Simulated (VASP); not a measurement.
# AlN in VASP: a series of runs, part 2 of 2

VASP 6.6.1. The steps go on from the part before.

### 4 Single point, PBE

Contents of INCAR:

```
SYSTEM = AlN
PREC     = Accurate       ! precision mode
ENCUT    = 520            ! plane-wave cutoff, eV
EDIFF    = 1E-6           ! SCF threshold, eV
ISMEAR   = -1             ! smearing method
SIGMA    = 0.05           ! smearing width, eV
LREAL    = .FALSE.        ! projectors in reciprocal space
LASPH    = .TRUE.         ! aspherical terms in the spheres
NELM     = 100            ! most SCF steps
ALGO     = Normal         ! electronic algorithm
ISIF     = 2              ! what is computed and relaxed
LWAVE    = .FALSE.        ! write WAVECAR
LCHARG   = .FALSE.        ! write CHGCAR
GGA      = PE             ! functional
NBANDS   = 16             ! bands
```

Contents of KPOINTS:

```
Automatic mesh
0
G
  4 4 5
  0 0 0
```

Contents of POSCAR:

```
AlN
1.0
    4.0574580000      0.1423240000     -0.4522460000
   -0.6702270000      3.6946320000      0.0883400000
    0.6920230000     -0.0989620000      3.0195290000
Al N
2 2
Direct
    0.2281002715      0.9463859539      0.6999451571
    0.7526153868      0.0361780649      0.2305012894
    0.1345070970      0.5396645409      0.1961204317
    0.4620242800      0.5236394650      0.4003887104
```

Potentials or basis: VASP PAW PBE potentials, release 64 (Al, N).

The run is started by

```console
$ cat potpaw_PBE.64/Al/POTCAR potpaw_PBE.64/N/POTCAR > POTCAR
$ mpirun -np 1 vasp_std > vasp.out
```

OUTCAR:

```text
SYSTEM = AlN
   PREC = Accurate
   ENCUT = 520
   EDIFF = 1E-6
   ISMEAR = -1
   LREAL = .FALSE.
   LASPH = .TRUE.
   NELM = 100
   ISIF = 2
   GGA = PE

 ion  position               nearest neighbor table
   1  0.228  0.946  0.700-   4 2.10   3 2.16   3 2.18   4 2.42   2 2.44   2 2.45   2 2.62   2 2.82

   2  0.753  0.036  0.231-   4 2.16   3 2.27   4 2.33   1 2.44   1 2.45   1 2.62   1 2.82
   3  0.135  0.540  0.196-   4 1.55   1 2.16   1 2.18   2 2.27
   4  0.462  0.524  0.400-   3 1.55   1 2.10   2 2.16   2 2.33   1 2.42

  LATTYP: Found a triclinic cell.
 ALAT       =     3.7559704209
 B/A-ratio  =     1.3269191090
 C/A-ratio  =     1.6339856565
 COS(alpha) =     0.0274408954
 COS(beta)  =     0.4906950237
 COS(gamma) =     0.7836851426

  Lattice vectors:

 A1 = (   0.6702270000,  -3.6946320000,  -0.0883400000)
 A2 = (   1.3622500000,  -3.7935940000,   2.9311890000)
 A3 = (  -4.0792540000,  -3.7379940000,  -2.6556230000)

Analysis of symmetry for initial positions (statically):
=====================================================================
 Subroutine PRICEL returns:
 Original cell was already a primitive cell.

 Routine SETGRP: Setting up the symmetry group for a
 triclinic supercell.

 Subroutine GETGRP returns: Found  1 space group operations
 (whereof  1 operations were pure point group operations)
 out of a pool of  2 trial point group operations.

The static configuration has the point symmetry C_1 .

Analysis of symmetry for dynamics (positions and initial velocities):
=====================================================================
 Subroutine PRICEL returns:
 Original cell was already a primitive cell.

 Routine SETGRP: Setting up the symmetry group for a
 triclinic supercell.

 Subroutine GETGRP returns: Found  1 space group operations
 (whereof  1 operations were pure point group operations)
 out of a pool of  2 trial point group operations.

The dynamic configuration has the point symmetry C_1 .

 Subroutine INISYM returns: Found  1 space group operations
 (whereof  1 operations are pure point group operations),
 and found     1 'primitive' translations

----------------------------------------------------------------------------------------

                                     Primitive cell

  volume of cell :      46.7237

  direct lattice vectors                    reciprocal lattice vectors
     4.057458000  0.142324000 -0.452246000     0.238953510  0.044621968 -0.053301507
    -0.670227000  3.694632000  0.088340000    -0.008239851  0.268912313  0.010701757
     0.692023000 -0.098962000  3.019529000     0.036030016 -0.001184161  0.322881222

  length of vectors
     4.085064013  3.755970421  3.099394246     0.248859298  0.269251286  0.324887439

  position of ions in fractional coordinates (direct lattice)
     0.228100271  0.946385954  0.699945157
     0.752615387  0.036178065  0.230501289
     0.134507097  0.539664541  0.196120432
     0.462024280  0.523639465  0.400388710

  ion indices of the primitive-cell ions
   primitive index   ion index
                 1           1
                 2           2
                 3           3
                 4           4

[... 24 lines left out ...]
 Found     42 irreducible k-points:

 Following reciprocal coordinates:
            Coordinates               Weight
  0.000000  0.000000  0.000000      1.000000
  0.250000 -0.000000 -0.000000      2.000000
  0.500000 -0.000000 -0.000000      1.000000
 -0.000000  0.250000  0.000000      2.000000
  0.250000  0.250000 -0.000000      2.000000
  0.500000  0.250000 -0.000000      2.000000
[... 16 lines left out ...]
  0.000000 -0.250000  0.200000      2.000000
  0.250000 -0.250000  0.200000      2.000000
 [... further k-points ...]
   k-points           NKPTS =     42   k-points in BZ     NKDIM =     42   number of bands    NBANDS=     16
   number of dos      NEDOS =    301   number of ions     NIONS =      4
   total plane-waves  NPLWV =  20160
   dimension x,y,z NGX =    30 NGY =   28 NGZ =   24
   dimension x,y,z NGXF=    60 NGYF=   56 NGZF=   48
   ions per type =               2   2
   NGX,Y,Z   is equivalent  to a cutoff of  12.21, 12.39, 12.87 a.u.
   NGXF,Y,Z  is equivalent  to a cutoff of  24.42, 24.79, 25.75 a.u.
 SYSTEM =  AlN
   PREC   = accura    normal or accurate (medium, high low for compatibility)
   ISTART =      0    job   : 0-new  1-cont  2-samecut
   ICHARG =      2    charge: 1-file 2-atom 10-const
   ISPIN  =      1    spin polarized calculation?
   LNONCOLLINEAR =      F non collinear calculations
   LSORBIT =      F    spin-orbit coupling
   LASPH  =      T    aspherical Exc in radial PAW
   ENCUT  =  520.0 eV  38.22 Ry    6.18 a.u.   7.60  6.98  5.76*2*pi/ulx,y,z
   NELM   =    100;   NELMIN=  2; NELMDL= -5     # of ELM steps
   EDIFF  = 0.1E-05   stopping-criterion for ELM
   LREAL  =      F    real-space projection
   EDIFFG = 0.1E-04   stopping-criterion for IOM
   NSW    =      0    number of steps for IOM
   IBRION =     -1    ionic relax: 0-MD 1-quasi-New 2-CG
   NFREE  =      0    steps in history (QN), initial steepest desc. (CG)
   ISIF   =      2    stress and relaxation
   ISYM   =      2    0-nonsym 1-usesym 2-fastsym
   POTIM  = 0.5000    time-step for ionic-motion
   TEBEG  =    0.0;   TEEND  =   0.0 temperature during run
   PSTRESS=    0.0 pullay stress
   NELECT =      16.0000    total number of electrons
   NUPDOWN=      -1.0000    fix difference up-down
   EMIN   =  10.00;   EMAX   =-10.00  energy-range for DOS
   EFERMI =   0.00;   METHOD = LEGACY
   ISMEAR =    -1;   SIGMA  =   0.05  broadening in eV -4-tet -1-fermi 0-gaus
   EFERMI_NEDOS =   21; number of points for ismear=-14 and -15
   IALGO  =     38    algorithm
   IMIX   =      4    mixing-type and parameters
     AMIX     =   0.40;   BMIX     =  1.00
     AMIX_MAG =   1.60;   BMIX_MAG =  1.00
  volume/ion in A,a.u.               =      11.68        78.83
  Fermi-wavevector in a.u.,A,eV,Ry     =   1.145344  2.164385 17.848283  1.311812
  Thomas-Fermi vector in A             =   2.282032
   LORBIT       =      0    0 simple, 1 ext, 2 COOP (PROOUT), +10 PAW based schemes
   GGA     = PE    functional components
   LHFCALC =     F    Hartree Fock is set to
   AEXX    =    0.0000 exact exchange contribution
   IVDW    =     0    specifies the selected vdW correction
   LEPSILON=     F    determine dielectric tensor
   LRPA    =     F    only Hartree local field effects (RPA)
 non-spin polarized calculation
  energy-cutoff  :      520.00
  volume of cell :       46.72
 maximum number of plane-waves:      1272
   NGX = 15   NGY = 13   NGZ = 11

 number of electron      16.0000000 magnetization

 Free energy of the ion-electron system (eV)
  ---------------------------------------------------
  ext. energy  EPLUGINS =         0.00000000
  ---------------------------------------------------
  free energy    TOTEN  =       -21.46573192 eV

  energy without entropy =      -21.45699668  energy(sigma->0) =      -21.46136430

 E-fermi :   7.0131     XC(G=0): -10.7243

 val. band max:        6.9688865617   @ k =   0.5000   0.0000   0.2000
 cond. band min:       7.0549483413   @ k =   0.5000  -0.0000   0.4000
 fundamental gap:      0.0860617796
 Fermi energy:         7.0130924525

 k-point     1 :       0.0000    0.0000    0.0000
  band No.  band energies     occupation
      1     -11.3556      2.00000
      2      -3.9333      2.00000
      3      -0.9593      2.00000
      4       0.8721      2.00000
      5       3.1710      2.00000
      6       4.0753      2.00000
[... 433 lines left out ...]
      3      -0.8200      2.00000
      4       1.8187      2.00000
      5       2.2492      2.00000
      6       2.5859      2.00000
[... 8 lines left out ...]
     15      17.0580      0.00000
     16      17.5823      0.00000

 [... further k-points ...]

------------------------ aborting loop because EDIFF is reached ----------------------------------------

  FORCE on cell =-STRESS in cart. coord.  units (eV):
  Direction    XX          YY          ZZ          XY          YZ          ZX
  --------------------------------------------------------------------------------------
  -------------------------------------------------------------------------------------
  Total        2.1032376     -9.7379276      3.7266578      0.8448529      0.9282530     -3.2898738
  in kB       72.1210003   -333.9180914    127.7888383     28.9704026     31.8302294   -112.8113102
  external PRESSURE =     -44.6694176 kB  Pullay stress =       0.0000000 kB

 VOLUME and BASIS-vectors are now :
 -----------------------------------------------------------------------------
  energy-cutoff  :      520.00
  volume of cell :       46.72
      direct lattice vectors                 reciprocal lattice vectors
     4.057458000  0.142324000 -0.452246000     0.238953510  0.044621968 -0.053301507
    -0.670227000  3.694632000  0.088340000    -0.008239851  0.268912313  0.010701757
     0.692023000 -0.098962000  3.019529000     0.036030016 -0.001184161  0.322881222

 POSITION                                       TOTAL-FORCE (eV/Angst)
 -----------------------------------------------------------------------------------
      0.77559      3.45974      2.09395         0.488866     -1.594649      0.357584
      3.18897      0.21797      0.35883         0.138760      1.202909      0.292651
      0.31978      1.99360      0.57903         1.122053      0.182237      0.849589
      1.80076      1.96079      1.04630        -1.749679      0.209503     -1.499824
 -----------------------------------------------------------------------------------
    total drift:                                0.000075      0.000250     -0.000264

  FREE ENERGIE OF THE ION-ELECTRON SYSTEM (eV)
  ---------------------------------------------------
  free  energy   TOTEN  =       -21.4657319244 eV

  energy  without entropy=      -21.4569966836  energy(sigma->0) =      -21.46136430
```

Wall time 39 s (1 thread of Intel Xeon 8259CL, shared host); peak memory 0.16 GiB.

Results:

```yaml
Free_energy: -21.4657 eV
Pressure: -4.5 GPa
Largest_force: 2.314 eV/Å
Band_gap_on_the_k_mesh: zero (bands 8 and 9 overlap by 1.65 eV)
```

Forces on the atoms (eV/Å):
```
Al   0.489 -1.595  0.358
Al   0.139  1.203  0.293
N    1.122  0.182  0.850
N   -1.750  0.210 -1.500
```

Caveat: the k points lie up to 0.42 Å⁻¹ apart, too coarse for converged energies and pressures of a metal.

### 5 Molecular dynamics, PBE

Contents of INCAR:

```
  ALGO = Normal
  ANDERSEN_PROB = 0.0
  EDIFF = 1E-5
  ENCUT = 520
  GGA = PE
  IBRION = 0
  ISIF = 2
  ISMEAR = -1
  ISYM = 0
  LASPH = True
  LCHARG = False
  LREAL = False
  LWAVE = False
  MDALGO = 1
  NBANDS = 16
  NELM = 80
  NELMIN = 4
  NSW = 30
  POTIM = 0.5
  PREC = Accurate
  RANDOM_SEED = 967187 0 0
  SIGMA = 0.05
  TEBEG = 300.0
  TEEND = 300.0
```

Contents of KPOINTS:

```
k-points
0
Gamma
  4 4 5
```

Contents of POSCAR:

```
AlN
1.0
    4.0574580000      0.1423240000     -0.4522460000
   -0.6702270000      3.6946320000      0.0883400000
    0.6920230000     -0.0989620000      3.0195290000
Al N
2 2
Direct
    0.2314700000      0.9655120000      0.6877530000
    0.7558790000      0.0273410000      0.2205800000
    0.0889240000      0.5470380000      0.1841950000
    0.4948300000      0.4964470000      0.4549110000
```

The run is started by

```console
$ cat potpaw_PBE.64/Al/POTCAR potpaw_PBE.64/N/POTCAR > POTCAR
$ mpirun -np 1 vasp_std > vasp.out
```

Wall time 5.2 min (1 thread of Intel Xeon 8259CL, shared host); peak memory 0.2 GiB.

The path:
| step | potential energy change (eV) | largest force (eV/Å) | pressure (GPa) | volume (Å³) | temperature (K) |
| --- | --- | --- | --- | --- | --- |
| 1 | 0.0000 | 2.4792 | -7.46 | 46.72 | 291 |
| 2 | 0.0058 | 2.4693 | -7.50 | 46.72 | 276 |
| 3 | 0.0097 | 2.4586 | -7.51 | 46.72 | 266 |
| 4 | 0.0117 | 2.4485 | -7.52 | 46.72 | 260 |
| 5 | 0.0119 | 2.4395 | -7.54 | 46.72 | 260 |
| 6 | 0.0102 | 2.4314 | -7.56 | 46.72 | 264 |
| 7 | 0.0067 | 2.4242 | -7.57 | 46.72 | 273 |
| 8 | 0.0014 | 2.4181 | -7.59 | 46.72 | 287 |
| 9 | -0.0056 | 2.4131 | -7.61 | 46.72 | 305 |
| 10 | -0.0144 | 2.4091 | -7.63 | 46.72 | 328 |
| 11 | -0.0248 | 2.4063 | -7.65 | 46.72 | 355 |
| 12 | -0.0370 | 2.4047 | -7.67 | 46.72 | 386 |
| 13 | -0.0508 | 2.4041 | -7.69 | 46.72 | 422 |
| 14 | -0.0664 | 2.4047 | -7.72 | 46.72 | 462 |
| 15 | -0.0836 | 2.4064 | -7.74 | 46.72 | 506 |
| 16 | -0.1025 | 2.4090 | -7.77 | 46.72 | 555 |
| 17 | -0.1231 | 2.4126 | -7.79 | 46.72 | 608 |
| 18 | -0.1453 | 2.4168 | -7.82 | 46.72 | 665 |
| 19 | -0.1693 | 2.4217 | -7.85 | 46.72 | 727 |
| 20 | -0.1949 | 2.4268 | -7.88 | 46.72 | 793 |
| 21 | -0.2223 | 2.4319 | -7.91 | 46.72 | 864 |
| 22 | -0.2513 | 2.4366 | -7.93 | 46.72 | 939 |
| 23 | -0.2820 | 2.4408 | -7.96 | 46.72 | 1018 |
| 24 | -0.3144 | 2.4442 | -7.98 | 46.72 | 1101 |
| 25 | -0.3485 | 2.4468 | -7.99 | 46.72 | 1189 |
| 26 | -0.3841 | 2.4486 | -8.00 | 46.72 | 1281 |
| 27 | -0.4214 | 2.4495 | -8.00 | 46.72 | 1377 |
| 28 | -0.4602 | 2.4494 | -7.99 | 46.72 | 1477 |
| 29 | -0.5006 | 2.4476 | -7.97 | 46.72 | 1582 |
| 30 | -0.5424 | 2.4432 | -7.94 | 46.72 | 1689 |

Caveat: the k points lie up to 0.42 Å⁻¹ apart.

### 6 Overview

| task | cell | gap on the mesh (eV) | pressure (GPa) | largest force (eV/Å) |
| --- | --- | --- | --- | --- |
| single point | as given, atomic positions A | none | -7.5 | 2.74 |
| single point | as given, atomic positions B | none | -7.1 | 2.90 |
| single point | as given, atomic positions C | none | -4.5 | 2.31 |
| molecular dynamics | as given, atomic positions D | - | - | - |

Alike in all rows: level PBE; potentials or basis VASP PAW PBE potentials, release 64 (Al, N); no spin polarisation; k mesh 4 × 4 × 5; cutoff (eV) 520; smearing fermi-dirac 0.05 eV.

Caveats: all runs use coarse meshes.

Absolute energies hang on the potentials; compare differences alone.
